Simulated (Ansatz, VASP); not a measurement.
Cu in VASP and in Ansatz

The input POSCAR:

```
Cu
1.0
    2.4791012850      0.0000000000      0.0000000000
   -1.2395506425      2.1469646914      0.0000000000
    0.0000000000      0.0000000000      8.0931592851
Cu
4
Direct
    0.6666666667      0.3333333333      0.7500000000
    0.0000000000      0.0000000000      0.5000000000
    0.3333333333      0.6666666667      0.2500000000
    0.0000000000      0.0000000000      0.0000000000
```

The input INCAR.step1:

```
ALGO = Normal
EDIFF = 1E-5
ENCUT = 900
GGA = PE
GGA_COMPAT = False
ISMEAR = -1
LASPH = True
LCHARG = False
LREAL = False
LWAVE = True
NBANDS = 46
NELM = 120
PREC = Accurate
SIGMA = 0.05
```

INCAR.step2

```
ALGO = Normal
EDIFF = 1E-6
ENCUT = 900
GGA_COMPAT = False
ISIF = 2
ISMEAR = -1
ISTART = 1
LASPH = True
LCHARG = False
LMIXTAU = True
LREAL = False
LWAVE = False
METAGGA = R2SCAN
NBANDS = 46
NELM = 120
PREC = Accurate
SIGMA = 0.05
```

The input KPOINTS:

```
k-points
0
Gamma
  12 12 4
```

File input.yaml:

```yaml
crystal:
  lattice:
    - [2.479101285, 0.0, 0.0]
    - [-1.2395506425, 2.1469646914, 0.0]
    - [0.0, 0.0, 8.0931592851]
  atoms:
    - { symbol: Cu, position: [0.6666666667, 0.3333333333, 0.75] }
    - { symbol: Cu, position: [0.0, 0.0, 0.5] }
    - { symbol: Cu, position: [0.3333333333, 0.6666666667, 0.25] }
    - { symbol: Cu, position: [0.0, 0.0, 0.0] }
hamiltonian:
  xc: r2scan
  pseudopotentials: { kind: paw }
kpoints:
  mp_grid: { grid: [12, 12, 4] }
scf:
  occupations: { method: fermi_dirac, width: 0.05 }
output:
  forces: true
  stress: true
  eigenvalues: true
```

Alike in both runs: task single point; functional r2SCAN; k mesh 12 × 12 × 4; occupations fermi-dirac, width 0.05 eV; no spin polarisation.

|  | VASP | Ansatz |
| --- | --- | --- |
| version | VASP 6.6.1 | Ansatz 0.2.0 |
| potentials or method | VASP PAW PBE potentials, release 64 (Cu_sv_GW) | Ansatz PAW |
| plane-wave cutoff (eV) | 900 | 500 |
| valence electrons in the cell | 76 | 76 |

VASP gave:

```
gap on the k mesh at the Fermi level (eV)                     : none
pressure (GPa)                                                : 10.6
traceless stress, the component that is largest in VASP (GPa) : -0.38
```

Problem. Estimate Ansatz's values.

Solution. gap on the k mesh at the Fermi level (eV): none; pressure (GPa): 11.6; traceless stress, the component that is largest in VASP (GPa): -0.43.

VASP's potentials were made for PBE, not for r2SCAN. A gap of «none» marks a metal or a gap that the smearing closes.
